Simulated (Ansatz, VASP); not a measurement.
H: VASP beside Ansatz

Contents of INCAR:

```
SYSTEM = H
  PREC = Accurate
  ENCUT = 600
  EDIFF = 1E-6
  ISMEAR = -1
  SIGMA = 0.05
  LREAL = .False.
  LASPH = .True.
  NELM = 100
  ALGO = Normal
  ISIF = 3
  LWAVE = .False.
  LCHARG = .False.
  GGA = PE
  IVDW = 13
  IBRION = 2
  NSW = 60
  EDIFFG = -0.01
```

File KPOINTS:

```
regular mesh
0
Gamma
  11 11 11
  0 0 0
```

POSCAR

```
H
1.0
   -1.6915344700      1.6915344700      2.0584739900
    1.6915344700     -1.6915344700      2.0584739900
    1.6915344700      1.6915344700     -2.0584739900
H
2
Direct
    0.0901377100      0.0901377100      0.0000000000
    0.9098622900      0.9098622900      0.0000000000
```

input.yaml

```yaml
crystal:
  lattice:
    - [-1.69153447, 1.69153447, 2.05847399]
    - [1.69153447, -1.69153447, 2.05847399]
    - [1.69153447, 1.69153447, -2.05847399]
  atoms:
    - { symbol: H, position: [0.09013771, 0.09013771, 0.0] }
    - { symbol: H, position: [0.90986229, 0.90986229, 0.0] }
hamiltonian:
  xc: pbe
  pseudopotentials: { kind: paw }
  dispersion: d4
kpoints:
  mp_grid: { grid: [11, 11, 11] }
scf:
  occupations: { method: fermi_dirac, width: 0.05 }
output:
  forces: true
  stress: true
  eigenvalues: true
relax:
  f_tol: 0.01
  max_steps: 40
  cell: { stress_tol: 0.05 }
```

Alike in both runs: task relaxation of cell and atoms; functional PBE; dispersion D4; k mesh 11 × 11 × 11; occupations fermi-dirac, width 0.05 eV; no spin polarisation.

```csv
,VASP,Ansatz
version,VASP 6.6.1,Ansatz 0.2.0
potentials or method,"VASP PAW PBE potentials, release 64 (H)",Ansatz PAW
plane-wave cutoff (eV),600,420
valence electrons in the cell,2,2
```

VASP gave:

```
gap on the k mesh at the Fermi level, each at its own relaxed structure (eV) : 8.97
relaxed volume (Å³/atom)                                                     : 11.80
relaxed cell length with the largest relative difference (Å)                 : 3.158
```

**Question.** What did Ansatz give for the same quantities?

**Answer.** gap on the k mesh at the Fermi level, each at its own relaxed structure (eV): 9.10; relaxed volume (Å³/atom): 12.67; relaxed cell length with the largest relative difference (Å): 3.239.

One of these differences is far larger than is usual between the two programs; its cause wasn't traced.

Noted on Ansatz's run: odd divisions of the mesh miss points on the zone boundary, where band edges often lie, so the gap on the mesh can be too wide; the plane-wave basis is chosen anew once the cell has moved, so the energies of steps on either side of that aren't comparable.
